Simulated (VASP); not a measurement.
# Zr2B (Fm-3m) in VASP: a series of runs

Runs on Zr2B. Level: PBE. Tasks: single point, relaxation of cell and atoms.

All numbers are computed with VASP 6.6.1; they aren't measurements. Logs are shortened: lines on timing, memory, paths and dates and some standing lists are left out, and cuts for length are marked.

## 1. The cell of the first run

The structure is cubic, space group Fm-3m (No. 225). Conventional cell: a = 5.870 Å, b = 5.870 Å, c = 5.870 Å, α = 90.00°, β = 90.00°, γ = 90.00°. Within 3.4 Å of Zr (site symmetry -43m) lie 4 B at 2.54 Å and 6 Zr at 2.94 Å. B (site symmetry m-3m) has 8 Zr at 2.54 Å within 3.4 Å.

## 2. Single point, PBE

INCAR reads:

```
SYSTEM = Zr2B
ALGO = Fast
EDIFF = 1E-7
ENCUT = 520
GGA = PE
ISIF = 2
ISMEAR = 0
LASPH = .TRUE.
LCHARG = .FALSE.
LREAL = .FALSE.
LWAVE = .FALSE.
NBANDS = 20
NELM = 100
PREC = Accurate
SIGMA = 0.1
```

KPOINTS reads:

```
k-points
0
G
  6 6 6
  0 0 0
```

POSCAR reads:

```
Zr2B
1.0
    0.0000000000      2.9352397700      2.9352397700
    2.9352397700      0.0000000000      2.9352397700
    2.9352397700      2.9352397700      0.0000000000
Zr B
2 1
Direct
    0.2500000000      0.2500000000      0.2500000000
    0.7500000000      0.7500000000      0.7500000000
    0.0000000000      0.0000000000      0.0000000000
```

Potentials or basis: VASP PAW PBE potentials, release 64 (Zr_sv, B).

Run with:

```sh
$ cat potpaw_PBE.64/Zr_sv/POTCAR potpaw_PBE.64/B/POTCAR > POTCAR
$ mpirun -np 1 vasp_std > vasp.out
```

OUTCAR:

```text
SYSTEM = Zr2B
   EDIFF = 1E-7
   ENCUT = 520
   GGA = PE
   ISIF = 2
   ISMEAR = 0
   LASPH = .TRUE.
   LREAL = .FALSE.
   NELM = 100
   PREC = Accurate

 ion  position               nearest neighbor table
   1  0.250  0.250  0.250-   3 2.54   3 2.54   3 2.54   3 2.54   2 2.94   2 2.94   2 2.94   2 2.94
                             2 2.94   2 2.94
   2  0.750  0.750  0.750-   3 2.54   3 2.54   3 2.54   3 2.54   1 2.94   1 2.94   1 2.94   1 2.94
                             1 2.94   1 2.94
   3  0.000  0.000  0.000-   1 2.54   2 2.54   2 2.54   2 2.54   2 2.54   1 2.54   1 2.54   1 2.54

  LATTYP: Found a face centered cubic cell.
 ALAT       =     5.8704795400

  Lattice vectors:

 A1 = (   0.0000000000,   2.9352397700,   2.9352397700)
 A2 = (   2.9352397700,   0.0000000000,   2.9352397700)
 A3 = (   2.9352397700,   2.9352397700,   0.0000000000)

Analysis of symmetry for initial positions (statically):
=====================================================================
 Subroutine PRICEL returns:
 Original cell was already a primitive cell.

 Routine SETGRP: Setting up the symmetry group for a
 face centered cubic supercell.

 Subroutine GETGRP returns: Found 48 space group operations
 (whereof 48 operations were pure point group operations)
 out of a pool of 48 trial point group operations.

The static configuration has the point symmetry O_h .

Analysis of symmetry for dynamics (positions and initial velocities):
=====================================================================
 Subroutine PRICEL returns:
 Original cell was already a primitive cell.

 Routine SETGRP: Setting up the symmetry group for a
 face centered cubic supercell.

 Subroutine GETGRP returns: Found 48 space group operations
 (whereof 48 operations were pure point group operations)
 out of a pool of 48 trial point group operations.

The dynamic configuration has the point symmetry O_h .

 Subroutine INISYM returns: Found 48 space group operations
 (whereof 48 operations are pure point group operations),
 and found     1 'primitive' translations

----------------------------------------------------------------------------------------

                                     Primitive cell

  volume of cell :      50.5779

  direct lattice vectors                    reciprocal lattice vectors
     0.000000000  2.935239770  2.935239770    -0.170343835  0.170343835  0.170343835
     2.935239770  0.000000000  2.935239770     0.170343835 -0.170343835  0.170343835
     2.935239770  2.935239770  0.000000000     0.170343835  0.170343835 -0.170343835

  length of vectors
     4.151055892  4.151055892  4.151055892     0.295044178  0.295044178  0.295044178

  position of ions in fractional coordinates (direct lattice)
     0.250000000  0.250000000  0.250000000
     0.750000000  0.750000000  0.750000000
     0.000000000  0.000000000  0.000000000

  ion indices of the primitive-cell ions
   primitive index   ion index
                 1           1
                 2           2
                 3           3

----------------------------------------------------------------------------------------

 KPOINTS: k-points

Automatic generation of k-mesh.
 Grid dimensions read from file:
 generate k-points for:    6    6    6

 Generating k-lattice:

  Cartesian coordinates                     Fractional coordinates (reciprocal lattice)
    -0.028390639  0.028390639  0.028390639     0.166666667  0.000000000  0.000000000
     0.028390639 -0.028390639  0.028390639     0.000000000  0.166666667  0.000000000
     0.028390639  0.028390639 -0.028390639     0.000000000  0.000000000  0.166666667

  Length of vectors
     0.049174030  0.049174030  0.049174030

  Shift w.r.t. Gamma in fractional coordinates (k-lattice)
     0.000000000  0.000000000  0.000000000

 Subroutine IBZKPT returns following result:
 ===========================================

 Found     16 irreducible k-points:

 Following reciprocal coordinates:
            Coordinates               Weight
  0.000000  0.000000  0.000000      1.000000
  0.166667  0.000000  0.000000      8.000000
  0.333333  0.000000  0.000000      8.000000
  0.500000  0.000000  0.000000      4.000000
  0.166667  0.166667  0.000000      6.000000
  0.333333  0.166667  0.000000     24.000000
[... 8 lines left out ...]
 -0.333333  0.333333  0.166667     24.000000
 -0.333333  0.500000  0.166667     12.000000
   k-points           NKPTS =     16   k-points in BZ     NKDIM =     16   number of bands    NBANDS=     20
   number of dos      NEDOS =    301   number of ions     NIONS =      3
   total plane-waves  NPLWV =  32768
   dimension x,y,z NGX =    32 NGY =   32 NGZ =   32
   dimension x,y,z NGXF=    64 NGYF=   64 NGZF=   64
   ions per type =               2   1
   NGX,Y,Z   is equivalent  to a cutoff of  12.82, 12.82, 12.82 a.u.
   NGXF,Y,Z  is equivalent  to a cutoff of  25.63, 25.63, 25.63 a.u.
 SYSTEM =  Zr2B
   PREC   = accura    normal or accurate (medium, high low for compatibility)
   ISTART =      0    job   : 0-new  1-cont  2-samecut
   ICHARG =      2    charge: 1-file 2-atom 10-const
   ISPIN  =      1    spin polarized calculation?
   LNONCOLLINEAR =      F non collinear calculations
   LSORBIT =      F    spin-orbit coupling
   LASPH  =      T    aspherical Exc in radial PAW
   ENCUT  =  520.0 eV  38.22 Ry    6.18 a.u.   7.72  7.72  7.72*2*pi/ulx,y,z
   NELM   =    100;   NELMIN=  2; NELMDL= -5     # of ELM steps
   EDIFF  = 0.1E-06   stopping-criterion for ELM
   LREAL  =      F    real-space projection
   EDIFFG = 0.1E-05   stopping-criterion for IOM
   NSW    =      0    number of steps for IOM
   IBRION =     -1    ionic relax: 0-MD 1-quasi-New 2-CG
   NFREE  =      0    steps in history (QN), initial steepest desc. (CG)
   ISIF   =      2    stress and relaxation
   ISYM   =      2    0-nonsym 1-usesym 2-fastsym
   POTIM  = 0.5000    time-step for ionic-motion
   TEBEG  =    0.0;   TEEND  =   0.0 temperature during run
   PSTRESS=    0.0 pullay stress
   NELECT =      27.0000    total number of electrons
   NUPDOWN=      -1.0000    fix difference up-down
   EMIN   =  10.00;   EMAX   =-10.00  energy-range for DOS
   EFERMI =   0.00;   METHOD = LEGACY
   ISMEAR =     0;   SIGMA  =   0.10  broadening in eV -4-tet -1-fermi 0-gaus
   EFERMI_NEDOS =   21; number of points for ismear=-14 and -15
   IALGO  =     68    algorithm
   IMIX   =      4    mixing-type and parameters
     AMIX     =   0.40;   BMIX     =  1.00
     AMIX_MAG =   1.60;   BMIX_MAG =  1.00
  volume/ion in A,a.u.               =      16.86       113.77
  Fermi-wavevector in a.u.,A,eV,Ry     =   1.328034  2.509620 23.996243  1.763674
  Thomas-Fermi vector in A             =   2.457302
   LORBIT       =      0    0 simple, 1 ext, 2 COOP (PROOUT), +10 PAW based schemes
   GGA     = PE    functional components
   LHFCALC =     F    Hartree Fock is set to
   AEXX    =    0.0000 exact exchange contribution
   IVDW    =     0    specifies the selected vdW correction
   LEPSILON=     F    determine dielectric tensor
   LRPA    =     F    only Hartree local field effects (RPA)
 non-spin polarized calculation
 RMM-DIIS sequential band-by-band and
 Gauss-broadening in eV      SIGMA  =   0.10
  energy-cutoff  :      520.00
  volume of cell :       50.58
 maximum number of plane-waves:      1380
   NGX = 15   NGY = 15   NGZ = 15

 number of electron      27.0000000 magnetization

 Free energy of the ion-electron system (eV)
  ---------------------------------------------------
  ext. energy  EPLUGINS =         0.00000000
  ---------------------------------------------------
  free energy    TOTEN  =       -24.35929596 eV

  energy without entropy =      -24.34767412  energy(sigma->0) =      -24.35348504

 E-fermi :   8.7089     XC(G=0): -11.4331

 val. band max:        8.6942803949   @ k =   0.5000   0.3333   0.1667
 cond. band min:       8.7139055650   @ k =  -0.3333   0.5000   0.1667
 fundamental gap:      0.0196251701
 Fermi energy:         8.7089255754

 k-point     1 :       0.0000    0.0000    0.0000
  band No.  band energies     occupation
      1     -39.6312      2.00000
      2     -39.2455      2.00000
      3     -17.9272      2.00000
      4     -17.9272      2.00000
      5     -17.9272      2.00000
      6     -17.1170      2.00000
[... 12 lines left out ...]
     19      15.6330      0.00000
     20      15.6330      0.00000

 k-point     2 :       0.1667    0.0000    0.0000
  band No.  band energies     occupation
      1     -39.6049      2.00000
      2     -39.2708      2.00000
      3     -17.8943      2.00000
      4     -17.8809      2.00000
      5     -17.8809      2.00000
      6     -17.1977      2.00000
[... 12 lines left out ...]
     19      14.7603      0.00000
     20      14.7604      0.00000

 k-point     3 :       0.3333    0.0000    0.0000
  band No.  band energies     occupation
      1     -39.5333      2.00000
      2     -39.3403      2.00000
      3     -17.7917      2.00000
      4     -17.7491      2.00000
      5     -17.7491      2.00000
      6     -17.3945      2.00000
[... 12 lines left out ...]
     19      12.5358      0.00000
     20      13.2608      0.00000

 k-point     4 :       0.5000    0.0000    0.0000
  band No.  band energies     occupation
      1     -39.4363      2.00000
      2     -39.4362      2.00000
      3     -17.6311      2.00000
      4     -17.6015      2.00000
      5     -17.5631      2.00000
      6     -17.5631      2.00000
[... 245 lines left out ...]
 k-point    15 :      -0.3333    0.3333    0.1667
  band No.  band energies     occupation
      1     -39.4345      2.00000
      2     -39.4345      2.00000
      3     -18.1213      2.00000
      4     -18.0991      2.00000
      5     -17.5720      2.00000
      6     -17.5717      2.00000
[... 12 lines left out ...]
     19      12.5956      0.00000
     20      12.7942      0.00000

 k-point    16 :      -0.3333    0.5000    0.1667
  band No.  band energies     occupation
      1     -39.4659      2.00000
      2     -39.4016      2.00000
      3     -18.2396      2.00000
      4     -18.1438      2.00000
      5     -17.8384      2.00000
      6     -17.2927      2.00000
[... 12 lines left out ...]
     19      12.3228      0.00000
     20      13.7350      0.00000

------------------------ aborting loop because EDIFF is reached ----------------------------------------

  FORCE on cell =-STRESS in cart. coord.  units (eV):
  Direction    XX          YY          ZZ          XY          YZ          ZX
  --------------------------------------------------------------------------------------
  -------------------------------------------------------------------------------------
  Total        1.2549429      1.2549429      1.2549429      0.0000000      0.0000000      0.0000000
  in kB       39.7533549     39.7533549     39.7533549      0.0000000      0.0000000      0.0000000
  external PRESSURE =      39.7533549 kB  Pullay stress =       0.0000000 kB

 VOLUME and BASIS-vectors are now :
 -----------------------------------------------------------------------------
  energy-cutoff  :      520.00
  volume of cell :       50.58
      direct lattice vectors                 reciprocal lattice vectors
     0.000000000  2.935239770  2.935239770    -0.170343835  0.170343835  0.170343835
     2.935239770  0.000000000  2.935239770     0.170343835 -0.170343835  0.170343835
     2.935239770  2.935239770  0.000000000     0.170343835  0.170343835 -0.170343835

 POSITION                                       TOTAL-FORCE (eV/Angst)
 -----------------------------------------------------------------------------------
      1.46762      1.46762      1.46762        -0.000000      0.000000      0.000000
      4.40286      4.40286      4.40286         0.000000      0.000000      0.000000
      0.00000      0.00000      0.00000        -0.000000     -0.000000     -0.000000
 -----------------------------------------------------------------------------------
    total drift:                               -0.000000     -0.000000      0.000000

  FREE ENERGIE OF THE ION-ELECTRON SYSTEM (eV)
  ---------------------------------------------------
  free  energy   TOTEN  =       -24.3592959587 eV

  energy  without entropy=      -24.3476741247  energy(sigma->0) =      -24.35348504
```

It took 39 s on 1 thread of Intel Xeon Platinum 8259CL at 2.50GHz (Skylake/Cascade Lake), shared host; peak memory 0.17 GiB.

What came out:

```
Free energy : -24.3593 eV
Pressure    : 4.0 GPa
```

Levels at points of the mesh, in eV from the Fermi level:
| k point | band 10 | band 11 | band 12 | band 13 | band 14 | band 15 | band 16 | band 17 | band 18 | band 19 |
| --- | --- | --- | --- | --- | --- | --- | --- | --- | --- | --- |
| (0.00, 0.00, 0.00) | -3.21 | -3.21 | -3.21 | -1.53 | -1.53 | 2.64 | 5.52 | 5.52 | 6.91 | 6.92 |
| (0.50, 0.00, 0.00) | -2.80 | -1.68 | -1.68 | 0.78 | 0.78 | 1.45 | 2.27 | 2.27 | 2.37 | 2.37 |
| (0.50, 0.50, 0.00) | -3.64 | -1.16 | -0.58 | -0.26 | -0.26 | -0.24 | 3.07 | 3.07 | 3.39 | 3.39 |

(Part 1 of 2 ends here.)
